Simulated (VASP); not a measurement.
## Be: single point with PBE

Crystal: Be.

```
Be
1.0
     1.92471    0.00000    0.00000
    -0.96236    1.66685    0.00000
     0.00000    0.00000    1.98526
Be
1
Direct
  0.00000 0.00000 0.00000
```

This cell differs from its parent crystal: volume scaled by 0.65.

```yaml
Program: VASP 6.6.1
Task: single point
Functional: PBE
Potentials_or_basis: VASP PAW PBE potentials, release 64 (Be)
Cutoff: 520 eV
k_mesh: 20 × 20 × 18
Occupations: fermi-dirac, width 0.05 eV
Spin: no spin polarisation
Dipole_correction: no
Further_INCAR_settings: ALGO = Normal; EDIFF = 1e-07; NBANDS = 7
```

```
Pressure               : 65.9 GPa
Band gap on the k mesh : zero (band 1 reaches 12.89 eV, above the bottom of band 2 at 6.51 eV)
```

Stress tensor (GPa, compression positive):
```
66.01  0.00  0.00
 0.00 66.01  0.00
 0.00  0.00 65.76
```

Levels at points of the mesh, in eV from the Fermi level:
```tsv
k point	band 1	band 2	band 3	band 4	band 5
(0.00, 0.00, 0.00)	-12.52	14.63	22.75	24.86	24.86
(0.50, 0.00, 0.00)	-5.65	1.91	16.33	22.99	25.14
(0.00, 0.00, 0.50)	-7.73	-2.45	28.41	28.41	39.51
(0.50, 0.00, 0.50)	0.40	3.09	8.59	13.10	20.85
```

It took 7.6 s on 1 thread of Intel(R) Xeon(R) Platinum 8488C (Sapphire Rapids), on a shared host, peak memory 0.12 GiB.
